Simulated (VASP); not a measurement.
# AgCl (I4/mmm) in VASP: further runs, part 2 of 2

VASP 6.6.1. The steps go on from the part before.

## Step 4: Single point, r2SCAN (strain +0.030 along x and y, -0.015 along z)

The input, POSCAR:

```
AgCl
1.0
    0.0000000000      2.8563445000      2.7315527500
    2.8563445000      0.0000000000      2.7315527500
    2.8563445000      2.8563445000      0.0000000000
Ag Cl
1 1
Direct
    0.5000000000      0.5000000000      0.5000000000
    0.0000000000      0.0000000000      0.0000000000
```

The input, INCAR.step1:

```
SYSTEM = AgCl
  PREC = Accurate
  ENCUT = 520
  ISMEAR = 0
  SIGMA = 0.05
  LREAL = .False.
  LASPH = .True.
  NELM = 60
  NBANDS = 16
  GGA = PE
  ALGO = Normal
  EDIFF = 1E-4
  LWAVE = .True.
  LCHARG = .False.
```

The input, INCAR.step2:

```
SYSTEM = AgCl
  PREC = Accurate
  ENCUT = 520
  EDIFF = 1E-6
  ISMEAR = 0
  SIGMA = 0.05
  LREAL = .False.
  LASPH = .True.
  NELM = 60
  ALGO = Normal
  ISIF = 2
  LWAVE = .False.
  LCHARG = .False.
  METAGGA = R2SCAN
  LMIXTAU = .True.
  NBANDS = 16
  ISTART = 1
```

The input, KPOINTS:

```
Automatic mesh
0
Gamma
  8 8 8
  0 0 0
```

Potentials or basis: VASP PAW PBE potentials, release 64 (Ag, Cl).

Started as:

```
cat potpaw_PBE.64/Ag/POTCAR potpaw_PBE.64/Cl/POTCAR > POTCAR
cp INCAR.step1 INCAR
mpirun -np 1 vasp_std > vasp.out
cp INCAR.step2 INCAR
mpirun -np 1 vasp_std > vasp.out
```

OUTCAR:

```text
SYSTEM = AgCl
   PREC = Accurate
   ENCUT = 520
   EDIFF = 1E-6
   ISMEAR = 0
   LREAL = .False.
   LASPH = .True.
   NELM = 60
   ISIF = 2
   METAGGA = R2SCAN
   ISTART = 1

 ion  position               nearest neighbor table
   1  0.500  0.500  0.500-   2 2.73   2 2.73   2 2.86   2 2.86   2 2.86   2 2.86
   2  0.000  0.000  0.000-   1 2.73   1 2.73   1 2.86   1 2.86   1 2.86   1 2.86

  LATTYP: Found a body centered tetragonal cell.
 ALAT       =     4.0394811307
 C/A-ratio  =     1.3524275329

  Lattice vectors:

 A1 = (   0.0000000000,  -2.8563445000,  -2.7315527500)
 A2 = (   0.0000000000,   2.8563445000,  -2.7315527500)
 A3 = (   2.8563445000,   0.0000000000,   2.7315527500)

Analysis of symmetry for initial positions (statically):
=====================================================================
 Subroutine PRICEL returns:
 Original cell was already a primitive cell.

 Routine SETGRP: Setting up the symmetry group for a
 body centered tetragonal supercell.

 Subroutine GETGRP returns: Found 16 space group operations
 (whereof 16 operations were pure point group operations)
 out of a pool of 16 trial point group operations.

The static configuration has the point symmetry D_4h.

Analysis of symmetry for dynamics (positions and initial velocities):
=====================================================================
 Subroutine PRICEL returns:
 Original cell was already a primitive cell.

 Routine SETGRP: Setting up the symmetry group for a
 body centered tetragonal supercell.

 Subroutine GETGRP returns: Found 16 space group operations
 (whereof 16 operations were pure point group operations)
 out of a pool of 16 trial point group operations.

The dynamic configuration has the point symmetry D_4h.

 Subroutine INISYM returns: Found 16 space group operations
 (whereof 16 operations are pure point group operations),
 and found     1 'primitive' translations

----------------------------------------------------------------------------------------

                                     Primitive cell

[... 112 lines left out ...]
  Fermi-wavevector in a.u.,A,eV,Ry     =   1.210074  2.286709 19.922740  1.464280
  Thomas-Fermi vector in A             =   2.345632
   LORBIT       =      0    0 simple, 1 ext, 2 COOP (PROOUT), +10 PAW based schemes
   METAGGA = R2SCAN    functional components
   LHFCALC =     F    Hartree Fock is set to
   AEXX    =    0.0000 exact exchange contribution
   IVDW    =     0    specifies the selected vdW correction
   LEPSILON=     F    determine dielectric tensor
   LRPA    =     F    only Hartree local field effects (RPA)
 non-spin polarized calculation
 Gauss-broadening in eV      SIGMA  =   0.05
  energy-cutoff  :      520.00
  volume of cell :       44.57
 maximum number of plane-waves:      1219
 NGX is ok and might be reduce to    30
   NGX = 15   NGY = 15   NGZ = 15

 number of electron      17.9999995 magnetization

 Free energy of the ion-electron system (eV)
  ---------------------------------------------------
  ext. energy  EPLUGINS =         0.00000000
  ---------------------------------------------------
  free energy    TOTEN  =       -28.62751293 eV

  energy without entropy =      -28.62751293  energy(sigma->0) =      -28.62751293

 E-fermi :   3.3952     XC(G=0): -10.2639

 val. band max:        3.1190288710   @ k =   0.5000  -0.0000   0.0000
 cond. band min:       4.4278274818   @ k =   0.0000   0.0000   0.0000
 fundamental gap:      1.3087986109
 Fermi energy:         3.3952275666

 k-point     1 :       0.0000    0.0000    0.0000
  band No.  band energies     occupation
      1     -12.5419      2.00000
      2       0.6211      2.00000
      3       0.6888      2.00000
      4       0.6888      2.00000
      5       0.7621      2.00000
      6       0.7688      2.00000
[... 433 lines left out ...]
      3      -0.8205      2.00000
      4      -0.6107      2.00000
      5       0.8674      2.00000
      6       1.0114      2.00000
[... 8 lines left out ...]
     15      17.2073      0.00000
     16      17.5467      0.00000

 [... further k-points ...]

------------------------ aborting loop because EDIFF is reached ----------------------------------------

  FORCE on cell =-STRESS in cart. coord.  units (eV):
  Direction    XX          YY          ZZ          XY          YZ          ZX
  --------------------------------------------------------------------------------------
  -------------------------------------------------------------------------------------
  Total       -0.6049514     -0.6049514     -0.3985905      0.0000000      0.0000000      0.0000000
  in kB      -21.7455464    -21.7455464    -14.3277090      0.0000000      0.0000000      0.0000000
  external PRESSURE =     -19.2729339 kB  Pullay stress =       0.0000000 kB

 VOLUME and BASIS-vectors are now :
 -----------------------------------------------------------------------------
  energy-cutoff  :      520.00
  volume of cell :       44.57
      direct lattice vectors                 reciprocal lattice vectors
     0.000000000  2.856344500  2.731552750    -0.175048913  0.175048913  0.183046072
     2.856344500  0.000000000  2.731552750     0.175048913 -0.175048913  0.183046072
     2.856344500  2.856344500  0.000000000     0.175048913  0.175048913 -0.183046072

 POSITION                                       TOTAL-FORCE (eV/Angst)
 -----------------------------------------------------------------------------------
      2.85634      2.85634      2.73155         0.000000     -0.000000      0.000000
      0.00000      0.00000      0.00000        -0.000000      0.000000      0.000000
 -----------------------------------------------------------------------------------
    total drift:                                0.000000      0.000000      0.000000

  FREE ENERGIE OF THE ION-ELECTRON SYSTEM (eV)
  ---------------------------------------------------
  free  energy   TOTEN  =       -28.6275129288 eV

  energy  without entropy=      -28.6275129288  energy(sigma->0) =      -28.62751293
```

OUTCAR.step1:

```text
SYSTEM = AgCl
   PREC = Accurate
   ENCUT = 520
   ISMEAR = 0
   LREAL = .False.
   LASPH = .True.
[... 679 lines left out ...]
      2.85634      2.85634      2.73155         0.000000     -0.000000      0.000000
      0.00000      0.00000      0.00000         0.000000      0.000000      0.000000
 -----------------------------------------------------------------------------------
    total drift:                                0.000000      0.000000      0.000000

  FREE ENERGIE OF THE ION-ELECTRON SYSTEM (eV)
  ---------------------------------------------------
  free  energy   TOTEN  =        -5.3982064927 eV

  energy  without entropy=       -5.3982064927  energy(sigma->0) =       -5.39820649
```

OSZICAR.step1:

```text
N       E                     dE             d eps       ncg     rms          rms(c)
DAV:   1     0.911213178423E+02    0.91121E+02   -0.85316E+03  1888   0.101E+03
DAV:   2    -0.250491423492E+01   -0.93626E+02   -0.85643E+02  2384   0.212E+02
DAV:   3    -0.557658640222E+01   -0.30717E+01   -0.30636E+01  2368   0.395E+01
DAV:   4    -0.559201078202E+01   -0.15424E-01   -0.15423E-01  2464   0.322E+00
DAV:   5    -0.559218895334E+01   -0.17817E-03   -0.17817E-03  2328   0.343E-01    0.551E+00
DAV:   6    -0.540292079511E+01    0.18927E+00   -0.25915E-01  2472   0.648E+00    0.360E+00
DAV:   7    -0.539876708058E+01    0.41537E-02   -0.96401E-02  2248   0.208E+00    0.189E+00
DAV:   8    -0.539812215359E+01    0.64493E-03   -0.50283E-03  2320   0.720E-01    0.295E-01
DAV:   9    -0.539820649265E+01   -0.84339E-04   -0.49332E-04  2408   0.290E-01
   1 F= -.53982065E+01 E0= -.53982065E+01  d E =-.441680E-12
```

It took 1.7 min on 1 thread of AMD EPYC 9R45 (Zen 5), shared host; peak memory 0.16 GiB.

Results:

* Free energy: -28.6275 eV
* Pressure: -1.9 GPa
* Band gap on the k mesh: 1.31 eV (least direct gap 3.56 eV)

Caveat: the cell differs from its parent crystal (strain +0.030 along x and y, -0.015 along z); the PAW data sets were made with another functional, which shifts forces and pressure a little.

## Step 5: Summary

```tsv
cell	gap on the mesh (eV)	pressure (GPa)
a = 3.893, b = 3.893, c = 3.981 Å, angles 59.3, 59.3, 61.5°, 2 atoms	1.29	0.1
a = 3.924, b = 3.924, c = 4.039 Å, angles 59.0, 59.0, 62.0°, 2 atoms	1.27	-1.1
a = 3.952, b = 3.952, c = 4.039 Å, angles 59.3, 59.3, 61.5°, 2 atoms	1.31	-1.9
```

Alike in all rows: task single point; level r2SCAN; potentials or basis VASP PAW PBE potentials, release 64 (Ag, Cl); no spin polarisation; k mesh 8 × 8 × 8; cutoff (eV) 520; smearing gaussian 0.05 eV.

Caveats: the PAW data sets were made with another functional, which shifts forces and pressure a little.

Total energies depend on the potentials used, so only differences within one code and one set of settings carry meaning.
